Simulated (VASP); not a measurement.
Set up this calculation in VASP 6.6.1, as the native input.

- Task: single point
- Functional: PBEsol
- Potentials or basis: VASP PAW PBE potentials, release 64 (Ga_d, N)
- Cutoff: 600 eV
- k mesh: 8 × 8 × 8
- Occupations: gaussian, width 0.01 eV
- Spin: no spin polarisation
- Dipole correction: no
- Further INCAR settings: ALGO = Normal; EDIFF = 1e-06; NBANDS = 16

The structure of GaN lies in POSCAR:

```
GaN
1.0
    0.0000000000      2.1209090984      2.1209090984
    2.1209090984      0.0000000000      2.1209090984
    2.1209090984      2.1209090984      0.0000000000
Ga N
1 1
Direct
    0.0000000000      0.0000000000      0.0000000000
    0.5000000000      0.5000000000      0.5000000000
```

These files were run (other wordings do the same):

INCAR

```
  PREC = Accurate
  ENCUT = 600
  EDIFF = 1E-6
  ISMEAR = 0
  SIGMA = 0.01
  LREAL = False
  LASPH = True
  NELM = 120
  ALGO = Normal
  ISIF = 2
  LWAVE = False
  LCHARG = False
  GGA = PS
  NBANDS = 16
  GGA_COMPAT = False
```

KPOINTS

```
Automatic mesh
0
Gamma
  8 8 8
```

Potentials or basis: VASP PAW PBE potentials, release 64 (Ga_d, N).

The run is started by

```bash
$ cat potpaw_PBE.64/Ga_d/POTCAR potpaw_PBE.64/N/POTCAR > POTCAR
$ mpirun -np 1 vasp_std > vasp.out
```

It gave:

| Property | Result |
| --- | --- |
| Pressure | -3.4 GPa |
| Band gap on the k mesh | 0.46 eV, indirect (least direct gap 2.62 eV) |

Caveat: the PAW data sets were made with another functional, which shifts forces and pressure a little.

Wall time 8.6 s on 1 thread of Intel(R) Xeon(R) Platinum 8488C (Sapphire Rapids) (shared host), peak memory 0.14 GiB.
